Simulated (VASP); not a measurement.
A run of VASP 6.6.1 is set up as follows.

The input INCAR:

```
PREC = Accurate
ENCUT = 520
EDIFF = 1E-6
ISMEAR = 0
SIGMA = 0.025
LREAL = False
LASPH = True
NELM = 60
ALGO = Normal
ISIF = 2
LWAVE = False
LCHARG = True
GGA = PE
LELF = True
LVHAR = True
NBANDS = 16
```

KPOINTS

```
Automatic mesh
0
Gamma
  8 8 8
```

File POSCAR:

```
InAs
1.0
    0.0000000000      3.0180000000      3.0180000000
    3.0180000000      0.0000000000      3.0180000000
    3.0180000000      3.0180000000      0.0000000000
In As
1 1
Direct
    0.0000000000      0.0000000000      0.0000000000
    0.7500000000      0.7500000000      0.7500000000
```

Potentials or basis: VASP PAW PBE potentials, release 64 (In_d, As).

The run is started by

```bash
$ cat potpaw_PBE.64/In_d/POTCAR potpaw_PBE.64/As/POTCAR > POTCAR
$ mpirun -np 1 vasp_std > vasp.out
```

Problem. Predict the band gap on the k mesh.

Solution. Zero (filled and empty bands touch).

Problem. Estimate the pressure.

Solution. 4.4 GPa.

Caveat: the cell stands under pressure; semilocal functionals underestimate gaps, so a narrow gap can read as zero; spin-orbit coupling is left out, which moves the levels of the heavy elements.
